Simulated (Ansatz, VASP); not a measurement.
**One calculation of Tl3Hg3Mo, two programs**

INCAR

```
PREC = Accurate
ENCUT = 520
EDIFF = 1E-7
ISMEAR = 0
SIGMA = 0.1
LREAL = False
LASPH = True
NELM = 100
ALGO = Fast
ISIF = 2
LWAVE = False
LCHARG = True
GGA = PE
LELF = True
LVHAR = True
NBANDS = 54
```

File KPOINTS:

```
Automatic mesh
0
Gamma
  4 4 4
```

The input POSCAR:

```
Tl3Hg3Mo
1.0
    6.1197126200      0.0000000000      0.0000000000
    0.0000000000      6.1197126200      0.0000000000
    0.0000000000      0.0000000000      6.1197126200
Tl Hg Mo
3 3 1
Direct
    0.0000000000      0.5000000000      0.5000000000
    0.5000000000      0.0000000000      0.5000000000
    0.5000000000      0.5000000000      0.0000000000
    0.5000000000      0.0000000000      0.0000000000
    0.0000000000      0.5000000000      0.0000000000
    0.0000000000      0.0000000000      0.5000000000
    0.5000000000      0.5000000000      0.5000000000
```

Input for Ansatz:

```yaml
crystal:
  lattice:
    - [6.11971262, 0.0, 0.0]
    - [0.0, 6.11971262, 0.0]
    - [0.0, 0.0, 6.11971262]
  atoms:
    - { symbol: Tl, position: [0.0, 0.5, 0.5] }
    - { symbol: Tl, position: [0.5, 0.0, 0.5] }
    - { symbol: Tl, position: [0.5, 0.5, 0.0] }
    - { symbol: Hg, position: [0.5, 0.0, 0.0] }
    - { symbol: Hg, position: [0.0, 0.5, 0.0] }
    - { symbol: Hg, position: [0.0, 0.0, 0.5] }
    - { symbol: Mo, position: [0.5, 0.5, 0.5] }
basis:
  ecutwfc: 420
kpoints:
  mp_grid: { grid: [4, 4, 4] }
hamiltonian:
  xc: pbe
scf:
  occupations: { method: gaussian, width: 0.1 }
  lower_state_search: "off"
output:
  forces: true
  stress: true
  eigenvalues: true
```

Alike in both runs: task single point; functional PBE; k mesh 4 × 4 × 4; occupations gaussian, width 0.1 eV; no spin polarisation.

```csv
,VASP,Ansatz
version,VASP 6.6.1,Ansatz 0.2.0
potentials or method,"VASP PAW PBE potentials, release 64 (Tl_d, Hg, Mo_sv), cutoff 520 eV","scalar-relativistic, plane waves, PAW"
valence electrons in the cell,89,113
```

```tsv
	VASP	Ansatz	Ansatz less VASP
gap on the k mesh at the Fermi level (eV)	none	none	-
pressure (GPa)	-1.5	-1.5	-0.03
```

A gap of «none» marks a metal or a gap that the smearing closes. VASP's potentials hold 89 valence electrons a cell and Ansatz's 113, so a difference there can come from the potentials and not from the codes.

Neither program's run includes spin-orbit coupling.
